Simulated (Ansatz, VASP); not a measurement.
**Two plane-wave programs on Ag6HAu6**

```xyz
13
Lattice="5.8703 0.0000 0.0000 -4.4028 7.6258 0.0000 0.0000 0.0000 4.6969" Properties=species:S:1:pos:R:3 pbc="T T T"
Ag   -0.0235    0.0252    2.2637
Ag   -1.4763    2.5222    2.2708
Ag   -2.9244    5.0594    2.2707
Ag    2.9294   -0.0057    2.2610
Ag    1.4853    2.5643    2.2739
Ag    0.0316    5.0748    2.2770
Au    1.4624    1.0069   -0.0746
Au    0.0012    3.3670   -0.0731
Au   -1.3810    5.7893   -0.0665
Au    4.3602    0.7961   -0.0871
Au    2.9491    3.3964   -0.0756
Au    1.4172    5.9214   -0.0701
H    -2.8717    6.8076    4.4615
```

Alike in both runs: functional LDA; k mesh 3 × 2 × 3; occupations fermi-dirac, width 0.05 eV; no spin polarisation.

Ansatz relaxed the structure, and its values are those at the end. VASP's run is a single point on that final structure, the one shown.

```csv
,VASP,Ansatz
version,VASP 6.6.1,Ansatz 0.2.0
potentials or method,"VASP PAW LDA potentials, release 64 (Ag, Au, H), cutoff 520 eV","scalar-relativistic, plane waves, PAW"
valence electrons in the cell,133,229
```

Ansatz gave:

```
rms of the force components (eV/Å) : 0.014
```

Question: Which values does VASP return?

Answer: rms of the force components (eV/Å): 0.015.

LDA's correlation is that of Perdew and Zunger in VASP and of Perdew and Wang (1992) in Ansatz. VASP's potentials hold 133 valence electrons a cell and Ansatz's 229, so a difference there can come from the potentials and not from the codes.

The k mesh is coarse, so the values compare programs but aren't converged. Neither program's run includes spin-orbit coupling.
